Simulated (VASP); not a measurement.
# MgS (lda) (I-4m2) in VASP: notebook, part 2 of 2

VASP 6.6.1. The steps go on from the part before.

## Step 3: Single point, LDA (strained cell)

The input, INCAR:

```
PREC = Accurate
ENCUT = 600
EDIFF = 1E-6
ISMEAR = 0
SIGMA = 0.02
LREAL = F
LASPH = T
NELM = 120
ALGO = Normal
ISIF = 2
LWAVE = F
LCHARG = F
GGA = CA
NBANDS = 11
GGA_COMPAT = F
```

The input, KPOINTS:

```
regular mesh
0
Gamma
  6 6 6
```

The input, POSCAR:

```
MgS
1.0
    0.0000000000      2.8248987398      2.7685633895
    2.8248987398      0.0000000000      2.7685633895
    2.8248987398      2.8248987398      0.0000000000
Mg S
1 1
Direct
    0.0000000000      0.0000000000      0.0000000000
    0.2500000000      0.2500000000      0.2500000000
```

Potentials or basis: VASP PAW LDA potentials, release 64 (Mg, S).

Launch:

```console
$ cat potpaw_LDA.64/Mg/POTCAR potpaw_LDA.64/S/POTCAR > POTCAR
$ mpirun -np 1 vasp_std > vasp.out
```

OUTCAR:

```text
PREC = Accurate
   ENCUT = 600
   EDIFF = 1E-6
   ISMEAR = 0
   LREAL = F
   LASPH = T
   NELM = 120
   ISIF = 2
   GGA = CA

 ion  position               nearest neighbor table
   1  0.000  0.000  0.000-   2 2.43   2 2.43   2 2.43   2 2.43
   2  0.250  0.250  0.250-   1 2.43   1 2.43   1 2.43   1 2.43

  LATTYP: Found a body centered tetragonal cell.
 ALAT       =     3.9950101102
 C/A-ratio  =     1.3860107049

  Lattice vectors:

 A1 = (   0.0000000000,  -2.8248987398,  -2.7685633895)
 A2 = (   0.0000000000,   2.8248987398,  -2.7685633895)
 A3 = (   2.8248987398,   0.0000000000,   2.7685633895)

Analysis of symmetry for initial positions (statically):
=====================================================================
 Subroutine PRICEL returns:
 Original cell was already a primitive cell.

 Routine SETGRP: Setting up the symmetry group for a
 body centered tetragonal supercell.

 Subroutine GETGRP returns: Found  8 space group operations
 (whereof  8 operations were pure point group operations)
 out of a pool of 16 trial point group operations.

The static configuration has the point symmetry D_2d.

Analysis of symmetry for dynamics (positions and initial velocities):
=====================================================================
 Subroutine PRICEL returns:
 Original cell was already a primitive cell.

 Routine SETGRP: Setting up the symmetry group for a
 body centered tetragonal supercell.

 Subroutine GETGRP returns: Found  8 space group operations
 (whereof  8 operations were pure point group operations)
 out of a pool of 16 trial point group operations.

The dynamic configuration has the point symmetry D_2d.

 Subroutine INISYM returns: Found  8 space group operations
 (whereof  8 operations are pure point group operations),
 and found     1 'primitive' translations

----------------------------------------------------------------------------------------

                                     Primitive cell

  volume of cell :      44.1866

  direct lattice vectors                    reciprocal lattice vectors
     0.000000000  2.824898740  2.768563390    -0.176997495  0.176997495  0.180599080
     2.824898740  0.000000000  2.768563390     0.176997495 -0.176997495  0.180599080
     2.824898740  2.824898740  0.000000000     0.176997495  0.176997495 -0.180599080

  length of vectors
     3.955375599  3.955375599  3.995010110     0.308662038  0.308662038  0.308662038

  position of ions in fractional coordinates (direct lattice)
     0.000000000  0.000000000  0.000000000
     0.250000000  0.250000000  0.250000000

  ion indices of the primitive-cell ions
   primitive index   ion index
                 1           1
                 2           2

----------------------------------------------------------------------------------------

 KPOINTS: regular mesh

Automatic generation of k-mesh.
 Grid dimensions read from file:
 generate k-points for:    6    6    6

 Generating k-lattice:

  Cartesian coordinates                     Fractional coordinates (reciprocal lattice)
    -0.029499582  0.029499582  0.030099847     0.166666667  0.000000000  0.000000000
     0.029499582 -0.029499582  0.030099847     0.000000000  0.166666667  0.000000000
     0.029499582  0.029499582 -0.030099847    -0.000000000 -0.000000000  0.166666667

  Length of vectors
     0.051443673  0.051443673  0.051443673

  Shift w.r.t. Gamma in fractional coordinates (k-lattice)
     0.000000000  0.000000000  0.000000000

 Subroutine IBZKPT returns following result:
 ===========================================

 Found     30 irreducible k-points:

 Following reciprocal coordinates:
            Coordinates               Weight
  0.000000  0.000000  0.000000      1.000000
  0.166667 -0.000000  0.000000      8.000000
  0.333333  0.000000  0.000000      8.000000
  0.500000 -0.000000  0.000000      4.000000
  0.166667  0.166667  0.000000      2.000000
  0.333333  0.166667  0.000000      8.000000
[... 16 lines left out ...]
  0.333333  0.000000  0.333333      4.000000
  0.500000  0.000000  0.333333     16.000000
 [... further k-points ...]
   k-points           NKPTS =     30   k-points in BZ     NKDIM =     30   number of bands    NBANDS=     11
   number of dos      NEDOS =    301   number of ions     NIONS =      2
   total plane-waves  NPLWV =  32768
   dimension x,y,z NGX =    32 NGY =   32 NGZ =   32
   dimension x,y,z NGXF=    64 NGYF=   64 NGZF=   64
   ions per type =               1   1
   NGX,Y,Z   is equivalent  to a cutoff of  13.45, 13.45, 13.32 a.u.
   NGXF,Y,Z  is equivalent  to a cutoff of  26.90, 26.90, 26.63 a.u.
 SYSTEM =  unknown system
   PREC   = accura    normal or accurate (medium, high low for compatibility)
   ISTART =      0    job   : 0-new  1-cont  2-samecut
   ICHARG =      2    charge: 1-file 2-atom 10-const
   ISPIN  =      1    spin polarized calculation?
   LNONCOLLINEAR =      F non collinear calculations
   LSORBIT =      F    spin-orbit coupling
   LASPH  =      T    aspherical Exc in radial PAW
   ENCUT  =  600.0 eV  44.10 Ry    6.64 a.u.   7.90  7.90  7.98*2*pi/ulx,y,z
   NELM   =    120;   NELMIN=  2; NELMDL= -5     # of ELM steps
   EDIFF  = 0.1E-05   stopping-criterion for ELM
   LREAL  =      F    real-space projection
   EDIFFG = 0.1E-04   stopping-criterion for IOM
   NSW    =      0    number of steps for IOM
   IBRION =     -1    ionic relax: 0-MD 1-quasi-New 2-CG
   NFREE  =      0    steps in history (QN), initial steepest desc. (CG)
   ISIF   =      2    stress and relaxation
   ISYM   =      2    0-nonsym 1-usesym 2-fastsym
   POTIM  = 0.5000    time-step for ionic-motion
   TEBEG  =    0.0;   TEEND  =   0.0 temperature during run
   PSTRESS=    0.0 pullay stress
   NELECT =       8.0000    total number of electrons
   NUPDOWN=      -1.0000    fix difference up-down
   EMIN   =  10.00;   EMAX   =-10.00  energy-range for DOS
   EFERMI =   0.00;   METHOD = LEGACY
   ISMEAR =     0;   SIGMA  =   0.02  broadening in eV -4-tet -1-fermi 0-gaus
   EFERMI_NEDOS =   21; number of points for ismear=-14 and -15
   IALGO  =     38    algorithm
   IMIX   =      4    mixing-type and parameters
     AMIX     =   0.40;   BMIX     =  1.00
     AMIX_MAG =   1.60;   BMIX_MAG =  1.00
  volume/ion in A,a.u.               =      22.09       149.09
  Fermi-wavevector in a.u.,A,eV,Ry     =   0.926136  1.750143 11.670095  0.857728
  Thomas-Fermi vector in A             =   2.052066
   LORBIT       =      0    0 simple, 1 ext, 2 COOP (PROOUT), +10 PAW based schemes
   GGA     = CA    functional components
   LHFCALC =     F    Hartree Fock is set to
   AEXX    =    0.0000 exact exchange contribution
   IVDW    =     0    specifies the selected vdW correction
   LEPSILON=     F    determine dielectric tensor
   LRPA    =     F    only Hartree local field effects (RPA)
 non-spin polarized calculation
 Gauss-broadening in eV      SIGMA  =   0.02
  energy-cutoff  :      600.00
  volume of cell :       44.19
 maximum number of plane-waves:      1492
   NGX = 15   NGY = 15   NGZ = 15

 number of electron       7.9999999 magnetization

 Free energy of the ion-electron system (eV)
  ---------------------------------------------------
  ext. energy  EPLUGINS =         0.00000000
  ---------------------------------------------------
  free energy    TOTEN  =        -9.39091012 eV

  energy without entropy =       -9.39091012  energy(sigma->0) =       -9.39091012

 E-fermi :   1.2384     XC(G=0):  -8.8627

 val. band max:        1.0991149111   @ k =   0.0000   0.0000   0.0000
 cond. band min:       4.3904161145   @ k =   0.0000   0.0000   0.0000
 fundamental gap:      3.2913012034
 Fermi energy:         1.2384355858

 k-point     1 :       0.0000    0.0000    0.0000
  band No.  band energies     occupation
      1     -10.2628      2.00000
      2       1.0482      2.00000
      3       1.0482      2.00000
      4       1.0991      2.00000
      5       4.3904      0.00000
      6       8.8945      0.00000
      7       8.8945      0.00000
      8       8.9126      0.00000
      9      11.6895      0.00000
     10      12.0248      0.00000
     11      14.6385      0.00000
[... 309 lines left out ...]
 k-point    24 :       0.5000    0.0000    0.3333
  band No.  band energies     occupation
      1      -9.3538      2.00000
      2      -1.7080      2.00000
      3      -0.3833      2.00000
      4       0.1695      2.00000
      5       5.4594      0.00000
      6       7.3710      0.00000
      7      10.4315      0.00000
      8      11.4425      0.00000
      9      12.7708      0.00000
     10      14.6284      0.00000
     11      15.6315      0.00000

 [... further k-points ...]
[... 5 lines left out ...]
  --------------------------------------------------------------------------------------
  -------------------------------------------------------------------------------------
  Total       -0.2871919     -0.2871919     -0.1831227      0.0000000      0.0000000      0.0000000
  in kB      -10.4134007    -10.4134007     -6.6399137      0.0000000      0.0000000      0.0000000
  external PRESSURE =      -9.1555717 kB  Pullay stress =       0.0000000 kB

 VOLUME and BASIS-vectors are now :
 -----------------------------------------------------------------------------
  energy-cutoff  :      600.00
  volume of cell :       44.19
      direct lattice vectors                 reciprocal lattice vectors
     0.000000000  2.824898740  2.768563390    -0.176997495  0.176997495  0.180599080
     2.824898740  0.000000000  2.768563390     0.176997495 -0.176997495  0.180599080
     2.824898740  2.824898740  0.000000000     0.176997495  0.176997495 -0.180599080

 POSITION                                       TOTAL-FORCE (eV/Angst)
 -----------------------------------------------------------------------------------
      0.00000      0.00000      0.00000        -0.000000     -0.000000     -0.000000
      1.41245      1.41245      1.38428         0.000000      0.000000      0.000000
 -----------------------------------------------------------------------------------
    total drift:                                0.000000      0.000000     -0.000000

  FREE ENERGIE OF THE ION-ELECTRON SYSTEM (eV)
  ---------------------------------------------------
  free  energy   TOTEN  =        -9.3909101181 eV

  energy  without entropy=       -9.3909101181  energy(sigma->0) =       -9.39091012
```

stdout:

```text
POSCAR found type information on POSCAR MgS
 POSCAR found :  2 types and       2 ions
 scaLAPACK will be used
 LDA part: xc-table for (Slater(with rela. corr.)+CA(PZ))
 , standard interpolation
 POSCAR, INCAR and KPOINTS ok, starting setup
 FFT: planning ... GRIDC
 FFT: planning ... GRID_SOFT
 FFT: planning ... GRID
 WAVECAR not read
 entering main loop
```

Wall time 14 s (1 thread of Intel Xeon 8259CL, shared host); peak memory 0.16 GiB.

What came out:

| Property | Result |
| --- | --- |
| Free energy | -9.3909 eV |
| Pressure | -0.9 GPa |
| Band gap on the k mesh | 3.29 eV, direct |

Caveat: the cell differs from its parent crystal (strained cell). A k mesh can miss the band edges.

## Step 4: Single point, LDA (strained cell)

The input, INCAR:

```
SYSTEM = MgS
PREC = Accurate
ENCUT = 600
EDIFF = 1E-6
ISMEAR = 0
SIGMA = 0.02
LREAL = .FALSE.
LASPH = .TRUE.
NELM = 120
ALGO = Normal
ISIF = 2
LWAVE = .FALSE.
LCHARG = .TRUE.
LELF = .TRUE.
LVHAR = .TRUE.
NBANDS = 11
GGA_COMPAT = .FALSE.
```

The input, KPOINTS:

```
Automatic mesh
0
G
  6 6 6
  0 0 0
```

The input, POSCAR:

```
MgS
1.0
    0.0000000000      2.8248987398      2.7550644647
    2.8248987398      0.0000000000      2.7550644647
    2.8248987398      2.8248987398      0.0000000000
Mg S
1 1
Direct
    0.0000000000      0.0000000000      0.0000000000
    0.2500000000      0.2500000000      0.2500000000
```

Launch:

```console
$ cat potpaw_LDA.64/Mg/POTCAR potpaw_LDA.64/S/POTCAR > POTCAR
$ mpirun -np 1 vasp_std > vasp.out
```

Run time: 16 s. Hardware: 1 thread of Intel Xeon 8259CL, shared host; peak memory 0.16 GiB.

It converged, with:

```yaml
Free_energy: -9.3916 eV
Pressure: -0.6 GPa
Band_gap_on_the_k_mesh: 3.31 eV, direct
```

Stress tensor (GPa, compression positive):
```
-0.78  0.00  0.00
 0.00 -0.78  0.00
 0.00  0.00 -0.33
```

Levels at points of the mesh, in eV from the valence-band top:
| k point | band 1 | band 2 | band 3 | band 4 | band 5 | band 6 | band 7 | band 8 |
| --- | --- | --- | --- | --- | --- | --- | --- | --- |
| (0.00, 0.00, 0.00) | -11.39 | -0.06 | -0.06 | 0.00 | 3.31 | 7.80 | 7.80 | 7.82 |
| (0.50, 0.00, 0.00) | -10.64 | -3.36 | -0.45 | -0.32 | 4.93 | 7.34 | 7.60 | 8.48 |
| (0.50, 0.50, 0.00) | -10.36 | -2.94 | -1.22 | -1.22 | 3.55 | 5.30 | 11.34 | 12.14 |
| (0.50, 0.00, 0.50) | -10.41 | -3.06 | -1.10 | -1.09 | 3.61 | 5.49 | 11.04 | 12.00 |

Caveat: the cell differs from its parent crystal (strained cell). A k mesh can miss the band edges.

## Step 5: Summary

```csv
cell,gap on the mesh (eV),pressure (GPa)
"a = 3.963, b = 3.963, c = 3.995 Å, angles 59.7, 59.7, 60.5°, 2 atoms",3.28,-1.2
"a = 3.955, b = 3.955, c = 3.995 Å, angles 59.7, 59.7, 60.7°, 2 atoms",3.29,-0.9
"a = 3.946, b = 3.946, c = 3.995 Å, angles 59.6, 59.6, 60.8°, 2 atoms",3.31,-0.6
```

Alike in all rows: task single point; level LDA; potentials or basis VASP PAW LDA potentials, release 64 (Mg, S); no spin polarisation; k mesh 6 × 6 × 6; cutoff (eV) 600; smearing gaussian 0.02 eV.

Total energies depend on the potentials used, so only differences within one code and one set of settings carry meaning.
